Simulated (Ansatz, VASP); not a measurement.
## HfB2 in VASP and in Ansatz

INCAR

```
PREC = Accurate ; ENCUT = 520
EDIFF = 1E-8 ; ISMEAR = -1
SIGMA = 0.05 ; LREAL = F
LASPH = T ; NELM = 100
ALGO = Normal ; ISIF = 2
LWAVE = F ; LCHARG = F
GGA = PS ; LEFG = T
NBANDS = 15
```

File KPOINTS:

```
regular mesh
0
Gamma
  13 13 11
```

The input POSCAR:

```
HfB2
1.0
    3.1607954092      0.0000000000      0.0000000000
   -1.5803977046      2.7373291205      0.0000000000
    0.0000000000      0.0000000000      3.5030470293
Hf B
1 2
Direct
    0.0000000000      0.0000000000      0.0000000000
    0.3333333333      0.6666666667      0.5000000000
    0.6666666667      0.3333333333      0.5000000000
```

Input for Ansatz:

```yaml
crystal:
  lattice:
    - [3.1607954092, 0.0, 0.0]
    - [-1.5803977046, 2.7373291205, 0.0]
    - [0.0, 0.0, 3.5030470293]
  atoms:
    - { symbol: Hf, position: [0.0, 0.0, 0.0] }
    - { symbol: B, position: [0.3333333333, 0.6666666667, 0.5] }
    - { symbol: B, position: [0.6666666667, 0.3333333333, 0.5] }
kpoints:
  mp_grid: { grid: [13, 13, 11] }
scf:
  occupations: { method: fermi_dirac, width: 0.05 }
hamiltonian:
  xc: pbesol
  pseudopotentials: { kind: all_electron, datasets: crystal }
output:
  forces: true
  stress: true
  eigenvalues: true
  efg: { contact_densities: true }
```

Change from the starting cell: volume scaled by 1.02, crystal datasets.

Alike in both runs: task electric field gradients; functional PBEsol; k mesh 13 × 13 × 11; occupations fermi-dirac, width 0.05 eV; no spin polarisation.

```csv
,VASP,Ansatz
version,VASP 6.6.1,Ansatz 0.2.0
potentials or method,"VASP PAW PBE potentials, release 64 (Hf_pv, B), cutoff 520 eV","all-electron PAW with datasets made for the crystal, scalar-relativistic"
```

|  | VASP | Ansatz | Ansatz less VASP |
| --- | --- | --- | --- |
| pressure (GPa) | -9.2 | -9.0 | +0.23 |
| traceless stress, the component that is largest in VASP (GPa) | -0.37 | -0.45 | -0.077 |
| size of Vzz on the site where it differs most (V/Å²) | 79.3 | 112.1 | +32.86 |

VASP's potentials were made for PBE, not for PBEsol. Ansatz ran all-electron here, and VASP with PAW potentials.

Spin-orbit coupling is off throughout.
